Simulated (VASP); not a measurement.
# MgO (Fm-3m) in VASP: notebook

Runs on MgO. Level: r2SCAN. Tasks: single point.

All numbers are computed with VASP 6.6.1; they aren't measurements. Logs are shortened: lines on timing, memory, paths and dates and some standing lists are left out, and cuts for length are marked.

## (1) The cell of the first run

The structure is cubic, space group Fm-3m (No. 225). The conventional cell has a = 4.098 Å, b = 4.098 Å, c = 4.098 Å, α = 90.00°, β = 90.00°, γ = 90.00°. Mg (site symmetry m-3m) has 6 O at 2.05 Å within 2.7 Å. O (site symmetry m-3m) has 6 Mg at 2.05 Å within 2.7 Å.

## (2) Single point, r2SCAN

The input, POSCAR:

```
MgO
1.0
    2.0490258035      2.0490258035      0.0000000000
   -2.0490258035      2.0490258035      0.0000000000
    0.0000000000      2.0490258035      2.0490258035
Mg O
1 1
Direct
    0.0000000000      0.0000000000      0.0000000000
    0.5000000000      0.5000000000      0.0000000000
```

The input, INCAR.step1:

```
SYSTEM = MgO
PREC = Accurate ; ENCUT = 520
ISMEAR = 0 ; SIGMA = 0.01
LREAL = .FALSE. ; LASPH = .TRUE.
NELM = 100 ; NBANDS = 11
GGA = PE ; ALGO = Normal
EDIFF = 1E-4 ; LWAVE = .TRUE.
LCHARG = .FALSE.
```

The input, INCAR.step2:

```
SYSTEM = MgO
PREC = Accurate ; ENCUT = 520
EDIFF = 1E-6 ; ISMEAR = 0
SIGMA = 0.01 ; LREAL = .FALSE.
LASPH = .TRUE. ; NELM = 100
ALGO = Normal ; ISIF = 2
LWAVE = .FALSE. ; LCHARG = .TRUE.
METAGGA = R2SCAN ; LMIXTAU = .TRUE.
LELF = .TRUE. ; LVHAR = .TRUE.
NBANDS = 11 ; ISTART = 1
```

The input, KPOINTS:

```
regular mesh
0
G
  10 10 10
  0 0 0
```

Potentials or basis: VASP PAW PBE potentials, release 64 (Mg, O).

Run with:

```sh
cat potpaw_PBE.64/Mg/POTCAR potpaw_PBE.64/O/POTCAR > POTCAR
cp INCAR.step1 INCAR
mpirun -np 1 vasp_std > vasp.out
cp INCAR.step2 INCAR
mpirun -np 1 vasp_std > vasp.out
```

OUTCAR:

```text
SYSTEM = MgO
   PREC = Accurate
   ENCUT = 520
   EDIFF = 1E-6
   ISMEAR = 0
   LREAL = .FALSE.
   LASPH = .TRUE.
   NELM = 100
   ISIF = 2
   METAGGA = R2SCAN
   ISTART = 1

 ion  position               nearest neighbor table
   1  0.000  0.000  0.000-   2 2.05   2 2.05   2 2.05   2 2.05   2 2.05   2 2.05
   2  0.500  0.500  0.000-   1 2.05   1 2.05   1 2.05   1 2.05   1 2.05   1 2.05

  LATTYP: Found a face centered cubic cell.
 ALAT       =     4.0980516070

  Lattice vectors:

 A1 = (   0.0000000000,   2.0490258035,   2.0490258035)
 A2 = (   2.0490258035,   0.0000000000,   2.0490258035)
 A3 = (   2.0490258035,   2.0490258035,   0.0000000000)

Analysis of symmetry for initial positions (statically):
=====================================================================
 Subroutine PRICEL returns:
 Original cell was already a primitive cell.

 Routine SETGRP: Setting up the symmetry group for a
 face centered cubic supercell.

 Subroutine GETGRP returns: Found 48 space group operations
 (whereof 48 operations were pure point group operations)
 out of a pool of 48 trial point group operations.

The static configuration has the point symmetry O_h .

Analysis of symmetry for dynamics (positions and initial velocities):
=====================================================================
 Subroutine PRICEL returns:
 Original cell was already a primitive cell.

 Routine SETGRP: Setting up the symmetry group for a
 face centered cubic supercell.

 Subroutine GETGRP returns: Found 48 space group operations
 (whereof 48 operations were pure point group operations)
 out of a pool of 48 trial point group operations.

The dynamic configuration has the point symmetry O_h .

 Subroutine INISYM returns: Found 48 space group operations
 (whereof 48 operations are pure point group operations),
 and found     1 'primitive' translations

----------------------------------------------------------------------------------------

                                     Primitive cell

  volume of cell :      17.2057

  direct lattice vectors                    reciprocal lattice vectors
     2.049025804  2.049025804  0.000000000     0.244018401  0.244018401 -0.244018401
    -2.049025804  2.049025804  0.000000000    -0.244018401  0.244018401 -0.244018401
     0.000000000  2.049025804  2.049025804     0.000000000  0.000000000  0.488036802

  length of vectors
     2.897760081  2.897760081  2.897760081     0.422652268  0.422652268  0.488036802

  position of ions in fractional coordinates (direct lattice)
     0.000000000  0.000000000  0.000000000
     0.500000000  0.500000000  0.000000000

  ion indices of the primitive-cell ions
   primitive index   ion index
                 1           1
                 2           2

----------------------------------------------------------------------------------------

 KPOINTS: regular mesh

Automatic generation of k-mesh.
 Grid dimensions read from file:
 generate k-points for:   10   10   10

 Generating k-lattice:

  Cartesian coordinates                     Fractional coordinates (reciprocal lattice)
     0.024401840  0.024401840 -0.024401840     0.100000000  0.000000000  0.000000000
    -0.024401840  0.024401840 -0.024401840     0.000000000  0.100000000  0.000000000
     0.000000000  0.000000000  0.048803680     0.000000000  0.000000000  0.100000000

  Length of vectors
     0.042265227  0.042265227  0.048803680

  Shift w.r.t. Gamma in fractional coordinates (k-lattice)
     0.000000000  0.000000000  0.000000000

 Subroutine IBZKPT returns following result:
 ===========================================

 Found     47 irreducible k-points:

 Following reciprocal coordinates:
            Coordinates               Weight
  0.000000  0.000000  0.000000      1.000000
  0.100000  0.000000  0.000000      8.000000
  0.200000  0.000000  0.000000      8.000000
  0.300000  0.000000  0.000000      8.000000
  0.400000  0.000000  0.000000      8.000000
  0.500000  0.000000  0.000000      4.000000
[... 16 lines left out ...]
  0.300000  0.300000  0.000000     12.000000
  0.400000  0.300000  0.000000     24.000000
 [... further k-points ...]
   k-points           NKPTS =     47   k-points in BZ     NKDIM =     47   number of bands    NBANDS=     11
   number of dos      NEDOS =    301   number of ions     NIONS =      2
   total plane-waves  NPLWV =  13824
   dimension x,y,z NGX =    24 NGY =   24 NGZ =   24
   dimension x,y,z NGXF=    48 NGYF=   48 NGZF=   48
   ions per type =               1   1
   NGX,Y,Z   is equivalent  to a cutoff of  13.77, 13.77, 13.77 a.u.
   NGXF,Y,Z  is equivalent  to a cutoff of  27.54, 27.54, 27.54 a.u.
 SYSTEM =  MgO
   PREC   = accura    normal or accurate (medium, high low for compatibility)
   ISTART =      1    job   : 0-new  1-cont  2-samecut
   ICHARG =      0    charge: 1-file 2-atom 10-const
   ISPIN  =      1    spin polarized calculation?
   LNONCOLLINEAR =      F non collinear calculations
   LSORBIT =      F    spin-orbit coupling
   LASPH  =      T    aspherical Exc in radial PAW
   ENCUT  =  520.0 eV  38.22 Ry    6.18 a.u.   5.39  5.39  5.39*2*pi/ulx,y,z
   NELM   =    100;   NELMIN=  2; NELMDL=  0     # of ELM steps
   EDIFF  = 0.1E-05   stopping-criterion for ELM
   LREAL  =      F    real-space projection
   EDIFFG = 0.1E-04   stopping-criterion for IOM
   NSW    =      0    number of steps for IOM
   IBRION =     -1    ionic relax: 0-MD 1-quasi-New 2-CG
   NFREE  =      0    steps in history (QN), initial steepest desc. (CG)
   ISIF   =      2    stress and relaxation
   ISYM   =      2    0-nonsym 1-usesym 2-fastsym
   POTIM  = 0.5000    time-step for ionic-motion
   TEBEG  =    0.0;   TEEND  =   0.0 temperature during run
   PSTRESS=    0.0 pullay stress
   NELECT =       8.0000    total number of electrons
   NUPDOWN=      -1.0000    fix difference up-down
   EMIN   =  10.00;   EMAX   =-10.00  energy-range for DOS
   EFERMI =   0.00;   METHOD = LEGACY
   ISMEAR =     0;   SIGMA  =   0.01  broadening in eV -4-tet -1-fermi 0-gaus
   EFERMI_NEDOS =   21; number of points for ismear=-14 and -15
   IALGO  =     38    algorithm
   IMIX   =      4    mixing-type and parameters
     AMIX     =   0.40;   BMIX     =  1.00
     AMIX_MAG =   1.60;   BMIX_MAG =  1.00
  volume/ion in A,a.u.               =       8.60        58.05
  Fermi-wavevector in a.u.,A,eV,Ry     =   1.268277  2.396696 21.885327  1.608526
  Thomas-Fermi vector in A             =   2.401380
   LORBIT       =      0    0 simple, 1 ext, 2 COOP (PROOUT), +10 PAW based schemes
   METAGGA = R2SCAN    functional components
   LHFCALC =     F    Hartree Fock is set to
   AEXX    =    0.0000 exact exchange contribution
   IVDW    =     0    specifies the selected vdW correction
   LEPSILON=     F    determine dielectric tensor
   LRPA    =     F    only Hartree local field effects (RPA)
 non-spin polarized calculation
 Gauss-broadening in eV      SIGMA  =   0.01
  energy-cutoff  :      520.00
  volume of cell :       17.21
 maximum number of plane-waves:       483
 NGX is ok and might be reduce to    24
   NGX = 11   NGY = 11   NGZ = 11

 number of electron       7.9999997 magnetization

 Free energy of the ion-electron system (eV)
  ---------------------------------------------------
  ext. energy  EPLUGINS =         0.00000000
  ---------------------------------------------------
  free energy    TOTEN  =       -16.10859397 eV

  energy without entropy =      -16.10859397  energy(sigma->0) =      -16.10859397

 E-fermi :   3.5469     XC(G=0): -12.0252

 val. band max:        3.4091821120   @ k =   0.0000   0.0000   0.0000
 cond. band min:       9.8906579948   @ k =   0.0000   0.0000   0.0000
 fundamental gap:      6.4814758828
 Fermi energy:         3.5468563925

 k-point     1 :       0.0000    0.0000    0.0000
  band No.  band energies     occupation
      1     -15.2327      2.00000
      2       3.4092      2.00000
      3       3.4092      2.00000
      4       3.4092      2.00000
      5       9.8907      0.00000
      6      20.7254      0.00000
      7      20.7254      0.00000
      8      20.7254      0.00000
      9      25.1142      0.00000
     10      26.9751      0.00000
     11      26.9751      0.00000

 k-point     2 :       0.1000    0.0000    0.0000
  band No.  band energies     occupation
      1     -15.1135      2.00000
      2       2.7574      2.00000
      3       3.3291      2.00000
      4       3.3291      2.00000
      5      10.5020      0.00000
      6      19.4612      0.00000
      7      21.0098      0.00000
      8      21.0098      0.00000
      9      26.3650      0.00000
     10      26.3650      0.00000
     11      26.9530      0.00000

 k-point     3 :       0.2000    0.0000    0.0000
  band No.  band energies     occupation
      1     -14.7840      2.00000
      2       1.3548      2.00000
      3       3.1266      2.00000
      4       3.1266      2.00000
      5      11.7016      0.00000
      6      17.9808      0.00000
      7      21.6317      0.00000
      8      21.6317      0.00000
      9      25.7117      0.00000
     10      25.7117      0.00000
     11      28.5218      0.00000
[... 267 lines left out ...]
 k-point    23 :       0.3000    0.3000    0.0000
  band No.  band energies     occupation
      1     -13.6103      2.00000
      2      -0.3427      2.00000
      3       0.4913      2.00000
      4       2.4109      2.00000
      5      15.2480      0.00000
      6      17.1077      0.00000
      7      18.7474      0.00000
      8      23.3689      0.00000
      9      25.4717      0.00000
     10      27.2767      0.00000
     11      33.3835      0.00000

 k-point    24 :       0.4000    0.3000    0.0000
  band No.  band energies     occupation
      1     -13.5109      2.00000
      2      -0.4574      2.00000
      3       0.4998      2.00000
      4       2.2263      2.00000
      5      15.0382      0.00000
      6      17.4746      0.00000
      7      18.1351      0.00000
      8      23.6402      0.00000
      9      24.4516      0.00000
     10      29.7191      0.00000
     11      33.8612      0.00000

 [... further k-points ...]

------------------------ aborting loop because EDIFF is reached ----------------------------------------

  FORCE on cell =-STRESS in cart. coord.  units (eV):
  Direction    XX          YY          ZZ          XY          YZ          ZX
  --------------------------------------------------------------------------------------
  -------------------------------------------------------------------------------------
  Total        1.4889246      1.4889246      1.4889246     -0.0000000      0.0000000      0.0000000
  in kB      138.6471690    138.6471690    138.6471690     -0.0000000      0.0000000      0.0000000
  external PRESSURE =     138.6471690 kB  Pullay stress =       0.0000000 kB

 VOLUME and BASIS-vectors are now :
 -----------------------------------------------------------------------------
  energy-cutoff  :      520.00
  volume of cell :       17.21
      direct lattice vectors                 reciprocal lattice vectors
     2.049025804  2.049025804  0.000000000     0.244018401  0.244018401 -0.244018401
    -2.049025804  2.049025804  0.000000000    -0.244018401  0.244018401 -0.244018401
     0.000000000  2.049025804  2.049025804     0.000000000  0.000000000  0.488036802

 POSITION                                       TOTAL-FORCE (eV/Angst)
 -----------------------------------------------------------------------------------
      0.00000      0.00000      0.00000         0.000000     -0.000000      0.000000
      0.00000      2.04903      0.00000        -0.000000      0.000000      0.000000
 -----------------------------------------------------------------------------------
    total drift:                                0.000000     -0.000000     -0.000000

  FREE ENERGIE OF THE ION-ELECTRON SYSTEM (eV)
  ---------------------------------------------------
  free  energy   TOTEN  =       -16.1085939656 eV

  energy  without entropy=      -16.1085939656  energy(sigma->0) =      -16.10859397
```

Run time: 67 s. Hardware: 1 thread of Intel Xeon 8259CL, shared host; peak memory 0.15 GiB.

Results:

| Property | Result |
| --- | --- |
| Free energy | -16.1086 eV |
| Pressure | 13.9 GPa |
| Band gap on the k mesh | 6.48 eV |

Caveat: the cell stands under pressure; the PAW data sets were made with another functional, which shifts forces and pressure a little. r2SCAN opens gaps a little over a GGA but as a rule still falls short of measured ones.

## (3) Single point, r2SCAN

This run uses another cell than the first one, of 9.08 Å³/atom.

The input, POSCAR:

```
MgO
1.0
    2.0861935112      2.0861935112      0.0000000000
   -2.0861935112      2.0861935112      0.0000000000
    0.0000000000      2.0861935112      2.0861935112
Mg O
1 1
Direct
    0.0000000000      0.0000000000      0.0000000000
    0.5000000000      0.5000000000      0.0000000000
```

Edit INCAR.step1 of step 2 so:

```diff
@@ -4,3 +4,3 @@
 LREAL = .FALSE. ; LASPH = .TRUE.
-NELM = 100 ; NBANDS = 11
+NELM = 80 ; NBANDS = 11
 GGA = PE ; ALGO = Normal
```

The input, INCAR.step2:

```
SYSTEM = MgO
PREC = Accurate ; ENCUT = 520
EDIFF = 1E-7 ; ISMEAR = 0
SIGMA = 0.01 ; LREAL = .FALSE.
LASPH = .TRUE. ; NELM = 80
ALGO = Normal ; ISIF = 2
LWAVE = .FALSE. ; LCHARG = .FALSE.
METAGGA = R2SCAN ; LMIXTAU = .TRUE.
NBANDS = 11 ; ISTART = 1
```

KPOINTS is that of step 2.

Potentials or basis: VASP PAW PBE potentials, release 64 (Mg, O).

Run with:

```sh
cat potpaw_PBE.64/Mg/POTCAR potpaw_PBE.64/O/POTCAR > POTCAR
cp INCAR.step1 INCAR
mpirun -np 1 vasp_std > vasp.out
cp INCAR.step2 INCAR
mpirun -np 1 vasp_std > vasp.out
```

OUTCAR:

```text
SYSTEM = MgO
   PREC = Accurate
   ENCUT = 520
   EDIFF = 1E-7
   ISMEAR = 0
   LREAL = .FALSE.
   LASPH = .TRUE.
   NELM = 80
   ISIF = 2
   METAGGA = R2SCAN
   ISTART = 1

 ion  position               nearest neighbor table
   1  0.000  0.000  0.000-   2 2.09   2 2.09   2 2.09   2 2.09   2 2.09   2 2.09
   2  0.500  0.500  0.000-   1 2.09   1 2.09   1 2.09   1 2.09   1 2.09   1 2.09

  LATTYP: Found a face centered cubic cell.
 ALAT       =     4.1723870224

  Lattice vectors:

 A1 = (   0.0000000000,   2.0861935112,   2.0861935112)
 A2 = (   2.0861935112,   0.0000000000,   2.0861935112)
 A3 = (   2.0861935112,   2.0861935112,   0.0000000000)

Analysis of symmetry for initial positions (statically):
=====================================================================
 Subroutine PRICEL returns:
 Original cell was already a primitive cell.

 Routine SETGRP: Setting up the symmetry group for a
 face centered cubic supercell.

 Subroutine GETGRP returns: Found 48 space group operations
 (whereof 48 operations were pure point group operations)
 out of a pool of 48 trial point group operations.

The static configuration has the point symmetry O_h .

Analysis of symmetry for dynamics (positions and initial velocities):
=====================================================================
 Subroutine PRICEL returns:
 Original cell was already a primitive cell.

 Routine SETGRP: Setting up the symmetry group for a
 face centered cubic supercell.

 Subroutine GETGRP returns: Found 48 space group operations
 (whereof 48 operations were pure point group operations)
 out of a pool of 48 trial point group operations.

The dynamic configuration has the point symmetry O_h .

 Subroutine INISYM returns: Found 48 space group operations
 (whereof 48 operations are pure point group operations),
 and found     1 'primitive' translations

----------------------------------------------------------------------------------------

                                     Primitive cell

  volume of cell :      18.1591
[... 118 lines left out ...]
   LEPSILON=     F    determine dielectric tensor
   LRPA    =     F    only Hartree local field effects (RPA)
 non-spin polarized calculation
 Gauss-broadening in eV      SIGMA  =   0.01
  energy-cutoff  :      520.00
  volume of cell :       18.16
 maximum number of plane-waves:       531
 NGX is ok and might be reduce to    24
   NGX = 11   NGY = 11   NGZ = 11

 number of electron       8.0000002 magnetization

 Free energy of the ion-electron system (eV)
  ---------------------------------------------------
  ext. energy  EPLUGINS =         0.00000000
  ---------------------------------------------------
  free energy    TOTEN  =       -16.15830085 eV

  energy without entropy =      -16.15830085  energy(sigma->0) =      -16.15830085

 E-fermi :   3.0677     XC(G=0): -11.7419

 val. band max:        2.9874548821   @ k =   0.0000   0.0000   0.0000
 cond. band min:       8.8838670879   @ k =   0.0000   0.0000   0.0000
 fundamental gap:      5.8964122058
 Fermi energy:         3.0677476845

 k-point     1 :       0.0000    0.0000    0.0000
  band No.  band energies     occupation
      1     -15.3607      2.00000
      2       2.9875      2.00000
      3       2.9875      2.00000
      4       2.9875      2.00000
      5       8.8839      0.00000
      6      19.9881      0.00000
      7      19.9881      0.00000
      8      19.9882      0.00000
      9      24.2157      0.00000
     10      26.0144      0.00000
     11      26.0144      0.00000
[... 309 lines left out ...]
 k-point    24 :       0.4000    0.3000    0.0000
  band No.  band energies     occupation
      1     -13.8028      2.00000
      2      -0.6742      2.00000
      3       0.2392      2.00000
      4       1.8821      2.00000
      5      14.2775      0.00000
      6      16.4992      0.00000
      7      17.0679      0.00000
      8      22.4529      0.00000
      9      23.2601      0.00000
     10      28.6392      0.00000
     11      32.3961      0.00000

 [... further k-points ...]

------------------------ aborting loop because EDIFF is reached ----------------------------------------

  FORCE on cell =-STRESS in cart. coord.  units (eV):
  Direction    XX          YY          ZZ          XY          YZ          ZX
  --------------------------------------------------------------------------------------
  -------------------------------------------------------------------------------------
  Total        0.3231422      0.3231422      0.3231422     -0.0000000      0.0000000     -0.0000000
  in kB       28.5108740     28.5108740     28.5108740     -0.0000000      0.0000000     -0.0000000
  external PRESSURE =      28.5108740 kB  Pullay stress =       0.0000000 kB

 VOLUME and BASIS-vectors are now :
 -----------------------------------------------------------------------------
  energy-cutoff  :      520.00
  volume of cell :       18.16
      direct lattice vectors                 reciprocal lattice vectors
     2.086193511  2.086193511  0.000000000     0.239670959  0.239670959 -0.239670959
    -2.086193511  2.086193511  0.000000000    -0.239670959  0.239670959 -0.239670959
     0.000000000  2.086193511  2.086193511     0.000000000  0.000000000  0.479341918

 POSITION                                       TOTAL-FORCE (eV/Angst)
 -----------------------------------------------------------------------------------
      0.00000      0.00000      0.00000        -0.000000      0.000000      0.000000
      0.00000      2.08619      0.00000         0.000000     -0.000000      0.000000
 -----------------------------------------------------------------------------------
    total drift:                                0.000000     -0.000000     -0.000000

  FREE ENERGIE OF THE ION-ELECTRON SYSTEM (eV)
  ---------------------------------------------------
  free  energy   TOTEN  =       -16.1583008507 eV

  energy  without entropy=      -16.1583008507  energy(sigma->0) =      -16.15830085
```

Wall time 69 s (1 thread of Intel Xeon 8259CL, shared host); peak memory 0.15 GiB.

What came out:

```
Free energy            : -16.1583 eV
Pressure               : 2.9 GPa
Band gap on the k mesh : 5.90 eV
```

Caveat: the PAW data sets were made with another functional, which shifts forces and pressure a little.
